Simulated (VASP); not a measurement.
Yb2Be2SiS2: single point with PBE

Yb2Be2SiS2:

```
CELL_PARAMETERS angstrom
-2.09177 4.42955 4.33504
2.09177 -4.42955 4.33504
2.09177 4.42955 -4.33504
ATOMIC_POSITIONS crystal
Yb 0.70511 0.50000 0.20511
Yb 0.29489 0.50000 0.79489
Be 0.50000 0.00000 0.50000
Be 0.00000 0.50000 0.50000
Si 0.00000 0.00000 0.00000
S 0.28387 0.78387 0.50000
S 0.71613 0.21613 0.50000
```

The cell was generated, and may not be a known phase.

```yaml
Program: VASP 6.6.1
Task: single point
Functional: PBE
Potentials_or_basis: VASP PAW PBE potentials, release 64 (Yb, Be, Si, S)
Cutoff: 520 eV
k_mesh: 3 × 3 × 3
Occupations: gaussian, width 0.15 eV
Spin: collinear spin, ferromagnetic start
Starting_moments: "[1.0, 1.0, 0.0, 0.0, 0.0, 0.0, 0.0] μB"
Dipole_correction: no
Further_INCAR_settings: ALGO = Normal; EDIFF = 1e-06; NBANDS = 47
```

```
Pressure                                              : 0.1 GPa
Largest force                                         : 0.046 eV/Å
Band gap on the k mesh                                : zero (filled and empty bands overlap)
Net moment                                            : 0.00 μB per cell
Valence electrons inside the program's atomic spheres : Yb 22.09; Be 1.31, 1.13; Si 1.65; S 3.69
```

Forces in eV/Å, atoms in the order of the input:
```
Yb   0.000 -0.046  0.000
Yb   0.000  0.046  0.000
Be   0.000  0.000  0.000
Be   0.000  0.000  0.000
Si   0.000  0.000  0.000
S    0.000  0.000  0.015
S    0.000  0.000 -0.015
```

Stress tensor (GPa, compression positive):
```
-0.06  0.00  0.00
 0.00 -0.02  0.00
 0.00  0.00  0.40
```

Levels at points of the mesh, in eV from the Fermi level:
Spin up:
```csv
k point,band 30,band 31,band 32,band 33,band 34,band 35,band 36,band 37,band 38,band 39
"(0.00, 0.00, 0.00)",-0.50,-0.50,-0.49,-0.46,-0.37,0.07,0.17,1.51,1.53,1.73
```
Spin down:
```csv
k point,band 30,band 31,band 32,band 33,band 34,band 35,band 36,band 37,band 38,band 39
"(0.00, 0.00, 0.00)",-0.50,-0.50,-0.49,-0.46,-0.37,0.07,0.17,1.51,1.54,1.73
```

It took 25 min on 1 thread of Intel(R) Xeon(R) Platinum 8488C (Sapphire Rapids), on a shared host, peak memory 0.51 GiB.

Caveat: the k points lie up to 0.55 Å⁻¹ apart; spin-orbit coupling is left out, which moves the levels of the heavy elements. With open d or f shells a metallic result of PBE can be an artefact of self-interaction; +U or a hybrid may open a gap.
